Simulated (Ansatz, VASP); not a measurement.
KCl in VASP and in Ansatz

POSCAR

```
KCl
1.0
    0.0000000000      3.1448471320      3.1448471320
    3.1448471320      0.0000000000      3.1448471320
    3.1448471320      3.1448471320      0.0000000000
K Cl
1 1
Direct
    0.0000000000      0.0000000000      0.0000000000
    0.5000000000      0.5000000000      0.5000000000
```

File INCAR.step1:

```
SYSTEM = KCl
ALGO     = Normal         ! electronic algorithm
EDIFF    = 1E-5           ! SCF threshold, eV
ENCUT    = 520            ! plane-wave cutoff, eV
GGA      = PE             ! functional
ISIF     = 2              ! what is computed and relaxed
ISMEAR   = 0              ! smearing method
LASPH    = .TRUE.         ! aspherical terms in the spheres
LCHARG   = .FALSE.        ! write CHGCAR
LREAL    = .FALSE.        ! projectors in reciprocal space
LWAVE    = .TRUE.         ! write WAVECAR
NBANDS   = 15             ! bands
NELM     = 80             ! most SCF steps
PREC     = Accurate       ! precision mode
SIGMA    = 0.01           ! smearing width, eV
```

The input INCAR.step2:

```
SYSTEM = KCl
AEXX     = 0.05           ! exact-exchange fraction
ALGO     = Normal         ! electronic algorithm
EDIFF    = 1E-6           ! SCF threshold, eV
ENCUT    = 520            ! plane-wave cutoff, eV
GGA      = PE             ! functional
HFSCREEN = 0.3            ! screening, 1/A
ISIF     = 2              ! what is computed and relaxed
ISMEAR   = 0              ! smearing method
ISTART   = 1            
LASPH    = .TRUE.         ! aspherical terms in the spheres
LCHARG   = .FALSE.        ! write CHGCAR
LHFCALC  = .TRUE.         ! exact exchange
LREAL    = .FALSE.        ! projectors in reciprocal space
LWAVE    = .FALSE.        ! write WAVECAR
NBANDS   = 15             ! bands
NELM     = 80             ! most SCF steps
PREC     = Accurate       ! precision mode
PRECFOCK = Normal       
SIGMA    = 0.01           ! smearing width, eV
```

KPOINTS

```
k-points
0
G
  4 4 4
  0 0 0
```

Input for Ansatz:

```yaml
crystal:
  lattice:
    - [0.0, 3.144847132, 3.144847132]
    - [3.144847132, 0.0, 3.144847132]
    - [3.144847132, 3.144847132, 0.0]
  atoms:
    - { symbol: K, position: [0.0, 0.0, 0.0] }
    - { symbol: Cl, position: [0.5, 0.5, 0.5] }
kpoints:
  mp_grid: { grid: [4, 4, 4] }
hamiltonian:
  xc: { exchange: pbe, correlation: pbe, exx: { coeff: 0.05, omega: 0.3 } }
scf:
  occupations: { method: fixed }
  n_extra_bands: 4
output:
  forces: true
  stress: true
  eigenvalues: true
```

Alike in both runs: task single point; functional PBE-based screened hybrid; k mesh 4 × 4 × 4; no spin polarisation.

|  | VASP | Ansatz |
| --- | --- | --- |
| version | VASP 6.6.1 | Ansatz 0.2.0 |
| potentials or method | VASP PAW PBE potentials, release 64 (K_sv, Cl) | plane waves |
| plane-wave cutoff (eV) | 520 | 420 |
| occupations | gaussian, width 0.01 eV | fixed |
| valence electrons in the cell | 16 | 16 |

VASP gave:

* gap on the k mesh at the Fermi level (eV): 5.40
* pressure (GPa): 0.8

Task: Which values does Ansatz return?

Result: gap on the k mesh at the Fermi level (eV): 5.41; pressure (GPa): 0.7.

VASP's potentials were made for PBE, not for PBE-based screened hybrid. Ansatz's warnings: stress exchange threshold loose, stress scf threshold loose.

The k mesh is coarse, so the values compare programs but aren't converged.
